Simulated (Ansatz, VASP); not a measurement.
Ga: VASP beside Ansatz

File INCAR:

```
ALGO = Fast ; EDIFF = 1E-6
ENCUT = 520 ; GGA = PS
ISIF = 2 ; ISMEAR = 0
LASPH = True ; LCHARG = False
LREAL = False ; LWAVE = False
NBANDS = 12 ; NELM = 80
PREC = Accurate ; SIGMA = 0.15
```

KPOINTS

```
k-points
0
Gamma
  24 24 24
```

Contents of POSCAR:

```
Ga
1.0
   -1.3829400000      1.3829400000      2.2624350000
    1.3829400000     -1.3829400000      2.2624350000
    1.3829400000      1.3829400000     -2.2624350000
Ga
1
Direct
    0.0000000000      0.0000000000      0.0000000000
```

Input for Ansatz:

```yaml
crystal:
  lattice:
    - [-1.38294, 1.38294, 2.262435]
    - [1.38294, -1.38294, 2.262435]
    - [1.38294, 1.38294, -2.262435]
  atoms:
    - { symbol: Ga, position: [0.0, 0.0, 0.0] }
basis:
  ecutwfc: 420
kpoints:
  mp_grid: { grid: [24, 24, 24] }
hamiltonian:
  xc: pbesol
scf:
  occupations: { method: gaussian, width: 0.15 }
output:
  forces: true
  stress: true
  eigenvalues: true
  write_density: true
  write_potential: true
  elf: true
  volumetric_format: npy
```

Change from the starting cell: strain -0.015 along x and y, +0.015 along z, atoms carried along.

Alike in both runs: task single point; functional PBEsol; k mesh 24 × 24 × 24; occupations gaussian, width 0.15 eV; no spin polarisation.

|  | VASP | Ansatz |
| --- | --- | --- |
| version | VASP 6.6.1 | Ansatz 0.2.0 |
| potentials or method | VASP PAW PBE potentials, release 64 (Ga_d), cutoff 520 eV | scalar-relativistic, plane waves, PAW |
| valence electrons in the cell | 13 | 13 |

Ansatz gave:

| Quantity | Value |
| --- | --- |
| gap on the k mesh at the Fermi level (eV) | none |
| pressure (GPa) | 1.5 |
| traceless stress, the component that is largest in VASP (GPa) | -0.41 |

**Question.** What did VASP give for the same quantities?

**Answer.** gap on the k mesh at the Fermi level (eV): none; pressure (GPa): 1.6; traceless stress, the component that is largest in VASP (GPa): -0.42.

VASP's potentials were made for PBE, not for PBEsol. A gap of «none» marks a metal or a gap that the smearing closes. The functional is the same, so the differences come from potentials, cutoffs and numerics.
